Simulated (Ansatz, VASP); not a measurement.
**In: VASP beside Ansatz**

Contents of INCAR:

```
SYSTEM = In
PREC = Accurate
ENCUT = 520
EDIFF = 1E-7
ISMEAR = 0
SIGMA = 0.15
LREAL = .FALSE.
LASPH = .TRUE.
NELM = 80
ALGO = Fast
ISIF = 2
LWAVE = .FALSE.
LCHARG = .TRUE.
GGA = PS
LELF = .TRUE.
LVHAR = .TRUE.
NBANDS = 12
```

File KPOINTS:

```
regular mesh
0
G
  22 22 22
  0 0 0
```

The input POSCAR:

```
In
1.0
   -1.7517169856      1.7517169856      2.1319854806
    1.7517169856     -1.7517169856      2.1319854806
    1.7517169856      1.7517169856     -2.1319854806
In
1
Direct
    0.0000000000      0.0000000000      0.0000000000
```

Input for Ansatz:

```yaml
crystal:
  lattice:
    - [-1.7517169856, 1.7517169856, 2.1319854806]
    - [1.7517169856, -1.7517169856, 2.1319854806]
    - [1.7517169856, 1.7517169856, -2.1319854806]
  atoms:
    - { symbol: In, position: [0.0, 0.0, 0.0] }
basis:
  ecutwfc: 420
kpoints:
  mp_grid: { grid: [22, 22, 22] }
hamiltonian:
  xc: pbesol
scf:
  occupations: { method: gaussian, width: 0.15 }
output:
  forces: true
  stress: true
  eigenvalues: true
```

Alike in both runs: task single point; functional PBEsol; k mesh 22 × 22 × 22; occupations gaussian, width 0.15 eV; no spin polarisation.

|  | VASP | Ansatz |
| --- | --- | --- |
| version | VASP 6.6.1 | Ansatz 0.2.0 |
| potentials or method | VASP PAW PBE potentials, release 64 (In_d), cutoff 520 eV | scalar-relativistic, plane waves, PAW |
| valence electrons in the cell | 13 | 13 |

|  | VASP | Ansatz | Ansatz less VASP |
| --- | --- | --- | --- |
| gap on the k mesh at the Fermi level (eV) | none | none | - |
| pressure (GPa) | -1.0 | -1.0 | +0.02 |
| traceless stress, the component that is largest in VASP (GPa) | 0.44 | 0.44 | -0.001 |

VASP's potentials were made for PBE, not for PBEsol. A gap of «none» marks a metal or a gap that the smearing closes.
